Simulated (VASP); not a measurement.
Input of a VASP 6.6.1 run:

Contents of INCAR:

```
SYSTEM = GaSe
PREC = Accurate
ENCUT = 500
EDIFF = 1E-6
ISMEAR = 0
SIGMA = 0.01
LREAL = .False.
LASPH = .True.
NELM = 120
ALGO = Normal
ISIF = 2
LWAVE = .False.
LCHARG = .True.
GGA = PE
LELF = .True.
LVHAR = .True.
NBANDS = 48
GGA_COMPAT = .False.
```

Contents of KPOINTS:

```
Automatic mesh
0
Gamma
  5 5 1
  0 0 0
```

Contents of POSCAR:

```
GaSe
1.0
    3.7420000000      0.0000000000      0.0000000000
   -1.8710000000      3.2406670000      0.0000000000
    0.0000000000      0.0000000000     15.9190000000
Ga Se
4 4
Direct
    0.3333330000      0.6666670000      0.1770000000
    0.6666670000      0.3333330000      0.6770000000
    0.3333330000      0.6666670000      0.3230000000
    0.6666670000      0.3333330000      0.8230000000
    0.3333330000      0.6666670000      0.6000000000
    0.6666670000      0.3333330000      0.1000000000
    0.3333330000      0.6666670000      0.9000000000
    0.6666670000      0.3333330000      0.4000000000
```

Potentials or basis: VASP PAW PBE potentials, release 64 (Ga_d, Se).

Launch:

```console
$ cat potpaw_PBE.64/Ga_d/POTCAR potpaw_PBE.64/Se/POTCAR > POTCAR
$ mpirun -np 1 vasp_std > vasp.out
```

Problem. Estimate the largest force.

Solution. 1.229 eV/Å.

Problem. Predict the pressure.

Solution. 3.3 GPa.

Problem. What does it give for the band gap on the k mesh?

Solution. 1.20 eV.

Stress tensor (GPa, compression positive):
```
2.37 0.00 0.00
0.00 2.37 0.00
0.00 0.00 5.06
```

Caveat: the cell stands under pressure; this functional lacks dispersion, which binds layers or chains, so the pressure and a relaxed spacing across them are unreliable; forces of over 1 eV/Å act on the atoms, so gaps and moduli don't describe the material at rest. A k mesh can miss the band edges.
